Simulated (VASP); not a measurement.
SiC, 2 atoms in the cell. It takes space group F-43m (No. 216, cubic). Conventional cell: a = 4.350 Å, b = 4.350 Å, c = 4.350 Å, α = 90.00°, β = 90.00°, γ = 90.00°. Within 2.5 Å of Si (site symmetry -43m) lie 4 C at 1.88 Å. Within 2.5 Å of C (site symmetry -43m) lie 4 Si at 1.88 Å. 

* Program: VASP 6.6.1
* Task: single point
* Functional: PBE
* Potentials or basis: VASP PAW PBE potentials, release 64 (Si, C)
* Cutoff: 600 eV
* k mesh: 10 × 10 × 10
* Occupations: gaussian, width 0.01 eV
* Spin: no spin polarisation
* Dipole correction: no
* Further INCAR settings: ALGO = Normal; EDIFF = 1e-06; NBANDS = 11

Potentials or basis: VASP PAW PBE potentials, release 64 (Si, C).

The run is started by

```console
$ cat potpaw_PBE.64/Si/POTCAR potpaw_PBE.64/C/POTCAR > POTCAR
$ mpirun -np 1 vasp_std > vasp.out
```

Hardware: 1 thread of Intel(R) Xeon(R) Platinum 8488C (Sapphire Rapids), on a shared host.

Task: How long does it take, and how much memory?

Result: Run time: 11 s on 1 thread of Intel(R) Xeon(R) Platinum 8488C (Sapphire Rapids), with other jobs on the host, peak memory 0.15 GiB. Counts: scf iterations 12, k points 47.
